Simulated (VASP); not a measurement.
Set up this calculation in VASP 6.6.1, as the native input.

```yaml
Task: single point
Functional: PBEsol
Potentials_or_basis: VASP PAW PBE potentials, release 64 (Sr_sv, Cl)
Cutoff: 520 eV
k_mesh: 6 × 6 × 6
Occupations: fermi-dirac, width 0.02 eV
Spin: no spin polarisation
Dipole_correction: no
Further_INCAR_settings: ALGO = Normal; EDIFF = 1e-06; NBANDS = 19
```

The structure of SrCl2 lies in POSCAR:

```
SrCl2
1.0
    0.0000000000      3.4534661735      3.4534661735
    3.4534661735      0.0000000000      3.4534661735
    3.4534661735      3.4534661735      0.0000000000
Sr Cl
1 2
Direct
    0.0000000000      0.0000000000      0.0000000000
    0.2500000000      0.2500000000      0.2500000000
    0.7500000000      0.7500000000      0.7500000000
```

These files were run (other wordings do the same):

INCAR

```
PREC = Accurate
ENCUT = 520
EDIFF = 1E-6
ISMEAR = -1
SIGMA = 0.02
LREAL = F
LASPH = T
NELM = 60
ALGO = Normal
ISIF = 2
LWAVE = F
LCHARG = F
GGA = PS
NBANDS = 19
```

KPOINTS

```
Automatic mesh
0
Gamma
  6 6 6
```

Potentials or basis: VASP PAW PBE potentials, release 64 (Sr_sv, Cl).

Command:

```console
$ cat potpaw_PBE.64/Sr_sv/POTCAR potpaw_PBE.64/Cl/POTCAR > POTCAR
$ mpirun -np 1 vasp_std > vasp.out
```

It gave:

* Pressure: 0.2 GPa
* Band gap on the k mesh: 5.24 eV, indirect (least direct gap 5.34 eV)

Caveat: the PAW data sets were made with another functional, which shifts forces and pressure a little.

It took 36 s on 1 thread of Intel Xeon 6975P-C, on a shared host, peak memory 0.21 GiB.
